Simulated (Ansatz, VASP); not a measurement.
## One calculation of SnO, two programs

```
Sn O
1.0
     3.31753    0.02956   -0.03082
     0.04998    5.56995    0.01166
    -0.03878    0.00868    4.22098
Sn O
2 2
Direct
  0.98596 0.22885 0.50124
  0.50884 0.76393 0.02082
  0.00357 0.88889 0.73994
  0.50163 0.11832 0.23800
```

Change from the starting cell: all atoms moved at random (sigma 0.03 Å a component), cell strained at random (sigma 0.01).

Alike in both runs: task single point; functional r2SCAN; k mesh 8 × 6 × 6; occupations gaussian, width 0.05 eV; no spin polarisation.

|  | VASP | Ansatz |
| --- | --- | --- |
| version | VASP 6.6.1 | Ansatz 0.2.0 |
| potentials or method | VASP PAW PBE potentials, release 64 (Sn_d, O), cutoff 520 eV | scalar-relativistic, plane waves, PAW |
| valence electrons in the cell | 40 | 40 |

```tsv
	VASP	Ansatz	Ansatz less VASP
gap on the k mesh at the Fermi level (eV)	1.64	1.66	+0.016
least direct gap on the mesh (eV)	2.14	2.16	+0.017
pressure (GPa)	0.3	-0.1	-0.48
traceless stress, the component that is largest in VASP (GPa)	1.65	1.60	-0.050
rms of the force components (eV/Å)	0.496	0.481	-0.0153
```

VASP's potentials were made for PBE, not for r2SCAN. Atom by atom the forces differ by 0.060 eV/Å (rms over components). The functional is the same, so the differences come from potentials, cutoffs and numerics.
